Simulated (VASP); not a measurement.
A run of VASP 6.6.1 is set up as follows.

File INCAR:

```
PREC = Accurate
ENCUT = 520
EDIFF = 1E-6
ISMEAR = 0
SIGMA = 0.15
LREAL = False
LASPH = True
NELM = 80
ALGO = Normal
ISIF = 2
LWAVE = False
LCHARG = False
GGA = PS
NBANDS = 14
```

KPOINTS

```
regular mesh
0
Gamma
  16 16 16
```

POSCAR

```
HfB
1.0
    0.0000000000      2.3936993068      2.3936993068
    2.2261403553      0.0000000000      2.3936993068
    2.2261403553      2.3936993068      0.0000000000
Hf B
1 1
Direct
    0.4990473968      0.5009526032      0.5009526032
    0.0157287926     -0.0157287926     -0.0157287926
```

Potentials or basis: VASP PAW PBE potentials, release 64 (Hf_pv, B).

Command:

```bash
$ cat potpaw_PBE.64/Hf_pv/POTCAR potpaw_PBE.64/B/POTCAR > POTCAR
$ mpirun -np 1 vasp_std > vasp.out
```

(1) What does it give for the largest force?

(2) Predict the band gap on the k mesh.

(3) Estimate the pressure.

## Answers

(1) 1.259 eV/Å.

(2) zero (an odd number of electrons rules out a gap without spin polarisation).

(3) 18.1 GPa.

Caveat: the cell differs from its parent crystal (atoms displaced along a vibrational mode, the cell strained); the cell stands under pressure; the PAW data sets were made with another functional, which shifts forces and pressure a little; spin-orbit coupling is left out, which moves the levels of the heavy elements.
